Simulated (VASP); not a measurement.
Wanted: the native input for a VASP 6.6.1 run.

```
Task                   : single point
Functional             : PBE
Potentials or basis    : VASP PAW PBE potentials, release 64 (Al, Ga_d, Sb)
Cutoff                 : 520 eV
k mesh                 : 4 × 4 × 4
Occupations            : gaussian, width 0.1 eV
Spin                   : no spin polarisation
Dipole correction      : no
Further INCAR settings : ALGO = Normal; EDIFF = 1e-06; NBANDS = 41
```

The structure of AlGa3Sb4 lies in POSCAR:

```
AlGa3Sb4
1.0
    6.1992049289      0.0000000000      0.0000000000
    0.0000000000      6.1992049289      0.0000000000
    0.0000000000      0.0000000000      6.1992049289
Al Ga Sb
1 3 4
Direct
    0.0000000000      0.0000000000      0.0000000000
    0.5000000000      0.5000000000      0.0000000000
    0.5000000000      0.0000000000      0.5000000000
    0.0000000000      0.5000000000      0.5000000000
    0.7499411369      0.7499411369      0.2500588631
    0.7499411369      0.2500588631      0.7499411369
    0.2500588631      0.7499411369      0.7499411369
    0.2500588631      0.2500588631      0.2500588631
```

One way to write it, as run:

INCAR

```
SYSTEM = AlGa3Sb4
ALGO = Normal
EDIFF = 1E-6
ENCUT = 520
GGA = PE
ISIF = 2
ISMEAR = 0
LASPH = .True.
LCHARG = .False.
LREAL = .False.
LWAVE = .False.
NBANDS = 41
NELM = 60
PREC = Accurate
SIGMA = 0.1
```

KPOINTS

```
k-points
0
Gamma
  4 4 4
  0 0 0
```

Potentials or basis: VASP PAW PBE potentials, release 64 (Al, Ga_d, Sb).

The run is started by

```bash
$ cat potpaw_PBE.64/Al/POTCAR potpaw_PBE.64/Ga_d/POTCAR potpaw_PBE.64/Sb/POTCAR > POTCAR
$ mpirun -np 1 vasp_std > vasp.out
```

Results of the run:

- Pressure: 0.5 GPa
- Largest force: 0.018 eV/Å
- Band gap on the k mesh: 0.11 eV

Caveat: semilocal functionals underestimate gaps, and a narrow one can read as zero; spin-orbit coupling is left out, which moves the levels of the heavy elements.

It took 45 s on 1 thread of Intel(R) Xeon(R) 6975P-C (Granite Rapids) (shared host), peak memory 0.36 GiB.
